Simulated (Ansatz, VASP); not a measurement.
# SnSb2 in VASP and in Ansatz

INCAR

```
SYSTEM = SnSb2
  ALGO = Normal
  EDIFF = 1E-6
  EDIFFG = -0.01
  ENCUT = 600
  GGA = PE
  IBRION = 2
  ISIF = 3
  ISMEAR = 0
  LASPH = .True.
  LCHARG = .False.
  LREAL = .False.
  LWAVE = .False.
  NELM = 80
  NSW = 100
  PREC = Accurate
  SIGMA = 0.1
```

KPOINTS

```
k-points
0
Gamma
  12 12 12
  0 0 0
```

Contents of POSCAR:

```
SnSb2
1.0
    0.0000000000      3.6534591374      3.6534591374
    3.6534591374      0.0000000000      3.6534591374
    3.6534591374      3.6534591374      0.0000000000
Sn Sb
1 2
Direct
    0.0000000000      0.0000000000      0.0000000000
    0.2500000000      0.2500000000      0.2500000000
    0.7500000000      0.7500000000      0.7500000000
```

Input for Ansatz:

```yaml
crystal:
  lattice:
    - [0.0, 3.6534591374, 3.6534591374]
    - [3.6534591374, 0.0, 3.6534591374]
    - [3.6534591374, 3.6534591374, 0.0]
  atoms:
    - { symbol: Sn, position: [0.0, 0.0, 0.0] }
    - { symbol: Sb, position: [0.25, 0.25, 0.25] }
    - { symbol: Sb, position: [0.75, 0.75, 0.75] }
basis:
  ecutwfc: 420
kpoints:
  mp_grid: { grid: [12, 12, 12] }
hamiltonian:
  xc: pbe
scf:
  occupations: { method: gaussian, width: 0.1 }
output:
  forces: true
  stress: true
  eigenvalues: true
relax:
  adjacent_minimum: "off"
  f_tol: 0.01
  max_steps: 80
  cell: { stress_tol: 0.05 }
```

Alike in both runs: task relaxation of cell and atoms; functional PBE; k mesh 12 × 12 × 12; occupations gaussian, width 0.1 eV; no spin polarisation.

|  | VASP | Ansatz |
| --- | --- | --- |
| version | VASP 6.6.1 | Ansatz 0.2.0 |
| potentials or method | VASP PAW PBE potentials, release 64 (Sn_d, Sb), cutoff 600 eV | scalar-relativistic, plane waves, PAW |
| valence electrons in the cell | 24 | 44 |

Ansatz gave:

| Quantity | Value |
| --- | --- |
| gap on the k mesh at the Fermi level, each at its own relaxed structure (eV) | none |
| relaxed volume (Å³/atom) | 32.27 |
| relaxed cell length with the largest relative difference (Å) | 5.154 |

Q: Which values does VASP return?

A: gap on the k mesh at the Fermi level, each at its own relaxed structure (eV): none; relaxed volume (Å³/atom): 32.23; relaxed cell length with the largest relative difference (Å): 5.152.

A gap of «none» marks a metal or a gap that the smearing closes. VASP's potentials hold 24 valence electrons a cell and Ansatz's 44, so a difference there can come from the potentials and not from the codes.

Spin-orbit coupling is off throughout.
